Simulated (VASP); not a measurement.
Set up this calculation in VASP 6.6.1, as the native input.

| Property | Result |
| --- | --- |
| Task | single point |
| Functional | LDA |
| Potentials or basis | VASP PAW LDA potentials, release 64 (B, N) |
| Cutoff | 600 eV |
| k mesh | 9 × 9 × 6 |
| Occupations | gaussian, width 0.02 eV |
| Spin | no spin polarisation |
| Dipole correction | no |
| Further INCAR settings | ALGO = Normal; EDIFF = 1e-06; NBANDS = 16 |

The structure of BN (lda) lies in POSCAR:

```
BN
1.0
    2.5206985218      0.0000000000      0.0000000000
   -1.2603492609      2.1829889551      0.0000000000
    0.0000000000      0.0000000000      4.2369422297
B N
2 2
Direct
    0.3333333333      0.6666666667     -0.0002237443
    0.6666666667      0.3333333333      0.4997762557
    0.3333333333      0.6666666667      0.3742237443
    0.6666666667      0.3333333333      0.8742237443
```

This cell differs from its parent crystal: strained cell.

One way to write it, as run:

INCAR

```
  PREC = Accurate
  ENCUT = 600
  EDIFF = 1E-6
  ISMEAR = 0
  SIGMA = 0.02
  LREAL = False
  LASPH = True
  NELM = 120
  ALGO = Normal
  ISIF = 2
  LWAVE = False
  LCHARG = True
  GGA = CA
  LELF = True
  LVHAR = True
  NBANDS = 16
  GGA_COMPAT = False
```

KPOINTS

```
Automatic mesh
0
Gamma
  9 9 6
```

Potentials or basis: VASP PAW LDA potentials, release 64 (B, N).

Launch:

```bash
$ cat potpaw_LDA.64/B/POTCAR potpaw_LDA.64/N/POTCAR > POTCAR
$ mpirun -np 1 vasp_std > vasp.out
```

Results of the run:

The pressure is -4.3 GPa, the largest force is 0.009 eV/Å and the band gap on the k mesh is 4.87 eV, indirect (least direct gap 8.05 eV).

Caveat: the cell differs from its parent crystal (strained cell).

It took 13 s on 1 thread of Intel Xeon 6975P-C (shared host), peak memory 0.13 GiB.
